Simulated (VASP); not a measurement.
# SbS: relaxation of cell and atoms with PBEsol

SbS:

```
Sb S
1.0
     0.00000    2.84979    2.84979
     2.84979    0.00000    2.84979
     2.84979    2.84979    0.00000
Sb S
1 1
Direct
  0.50000 0.50000 0.50000
  0.00000 0.00000 0.00000
```

```json
{
 "Program": "VASP 6.6.1",
 "Task": "relaxation of cell and atoms",
 "Functional": "PBEsol",
 "Potentials or basis": "VASP PAW PBE potentials, release 64 (Sb, S)",
 "Cutoff": "600 eV",
 "k mesh": "12 × 12 × 12",
 "Occupations": "gaussian, width 0.1 eV",
 "Spin": "no spin polarisation",
 "Dipole correction": "no",
 "Further INCAR settings": "ALGO = Normal; EDIFF = 1e-06; IBRION = 2; EDIFFG = -0.01; NSW = 80; ISIF = 3"
}
```

```yaml
Relaxed_volume: 23.03 Å³/atom
Relaxed_cell: a = 4.024 Å, b = 4.024 Å, c = 4.024 Å, α = 60.00°, β = 60.00°, γ = 60.00°
Space_group_after_relaxing_to_0.05_Å: Fm-3m (No. 225)
Energy_gained_by_relaxing: 0.1 meV/atom
Ionic_steps: 3
Pressure_after_relaxing: 0.0 GPa
```

The path:
```
step  energy change (eV)  largest force (eV/Å)  pressure (GPa)  volume (Å³)
   1              0.0000                0.0000           -0.34        46.29
   2             -0.0002                0.0000            0.16        45.96
   3             -0.0002                0.0000            0.01        46.06
```

Final structure:
```
Sb S
1.0
     0.00000    2.84516    2.84516
     2.84516    0.00000    2.84516
     2.84516    2.84516    0.00000
Sb S
1 1
Direct
  0.50000 0.50000 0.50000
  0.00000 0.00000 0.00000
```

Levels at points of the mesh, in eV from the Fermi level:
```csv
k point,band 1,band 2,band 3,band 4,band 5,band 6,band 7,band 8,band 9
"(0.00, 0.00, 0.00)",-15.35,-6.88,-3.55,-3.55,-3.55,2.93,2.93,2.93,4.90
"(0.50, 0.00, 0.00)",-13.79,-10.59,-3.21,-3.21,-1.41,-0.89,-0.45,-0.45,7.43
"(0.50, 0.50, 0.00)",-13.53,-8.57,-7.20,-5.16,-5.16,1.91,3.96,3.96,4.55
```

It took 23 s on 1 thread of Intel(R) Xeon(R) 6975P-C (Granite Rapids), with other jobs on the host, peak memory 0.21 GiB.

Caveat: the PAW data sets were made with another functional, which shifts forces and pressure a little; spin-orbit coupling is left out, which moves the levels of the heavy elements.
